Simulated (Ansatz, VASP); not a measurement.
# Two plane-wave programs on PbSe

File POSCAR:

```
PbSe
1.0
    4.4148899595      0.0000000000      0.0000000000
   -0.0103110241      4.4148779187      0.0000000000
   -2.2022894676     -2.2074389594     12.0007990000
Pb Se
2 2
Direct
    0.8068400000      0.8073040000      0.6184430000
    0.1854540000      0.1998100000      0.3823760000
    0.2873320000      0.3231460000      0.6231940000
    0.6842660000      0.6998950000      0.3779650000
```

Contents of INCAR.step1:

```
SYSTEM = PbSe
  ALGO = Normal
  EDIFF = 1E-4
  ENCUT = 520
  GGA = PE
  ISMEAR = -1
  LASPH = .TRUE.
  LCHARG = .FALSE.
  LREAL = .FALSE.
  LWAVE = .TRUE.
  NBANDS = 28
  NELM = 80
  PREC = Accurate
  SIGMA = 0.05
```

Contents of INCAR.step2:

```
SYSTEM = PbSe
  ALGO = Normal
  EDIFF = 1E-6
  ENCUT = 520
  ISIF = 2
  ISMEAR = -1
  ISTART = 1
  LASPH = .TRUE.
  LCHARG = .FALSE.
  LMIXTAU = .TRUE.
  LREAL = .FALSE.
  LWAVE = .FALSE.
  METAGGA = R2SCAN
  NBANDS = 28
  NELM = 80
  PREC = Accurate
  SIGMA = 0.05
```

Contents of KPOINTS:

```
k-points
0
G
  6 6 3
  0 0 0
```

File input.yaml:

```yaml
crystal:
  lattice:
    - [4.4148899595, 0.0, 0.0]
    - [-0.0103110241, 4.4148779187, 0.0]
    - [-2.2022894676, -2.2074389594, 12.000799]
  atoms:
    - { symbol: Pb, position: [0.80684, 0.807304, 0.618443] }
    - { symbol: Pb, position: [0.185454, 0.19981, 0.382376] }
    - { symbol: Se, position: [0.287332, 0.323146, 0.623194] }
    - { symbol: Se, position: [0.684266, 0.699895, 0.377965] }
hamiltonian:
  xc: r2scan
  pseudopotentials: { kind: paw }
kpoints:
  mp_grid: { grid: [6, 6, 3] }
scf:
  occupations: { method: fermi_dirac, width: 0.05 }
output:
  forces: true
  stress: true
  eigenvalues: true
```

Alike in both runs: task single point; functional r2SCAN; k mesh 6 × 6 × 3; occupations fermi-dirac, width 0.05 eV; no spin polarisation.

|  | VASP | Ansatz |
| --- | --- | --- |
| version | VASP 6.6.1 | Ansatz 0.2.0 |
| potentials or method | VASP PAW PBE potentials, release 64 (Pb_d, Se) | Ansatz PAW |
| plane-wave cutoff (eV) | 520 | 500 |
| valence electrons in the cell | 40 | 60 |

VASP gave:

- gap on the k mesh at the Fermi level (eV): 1.87
- least direct gap on the mesh (eV): 1.87
- rms of the force components (eV/Å): 0.202

Q: Estimate Ansatz's values.

A: gap on the k mesh at the Fermi level (eV): 1.87; least direct gap on the mesh (eV): 1.87; rms of the force components (eV/Å): 0.208.

VASP's potentials were made for PBE, not for r2SCAN. Atom by atom the forces differ by 0.006 eV/Å (rms over components). VASP's potentials hold 40 valence electrons a cell and Ansatz's 60, so a difference there can come from the potentials and not from the codes.

Spin-orbit coupling is off throughout. Noted on Ansatz's run: odd divisions of the mesh miss points on the zone boundary, where band edges often lie, so the gap on the mesh can be too wide.
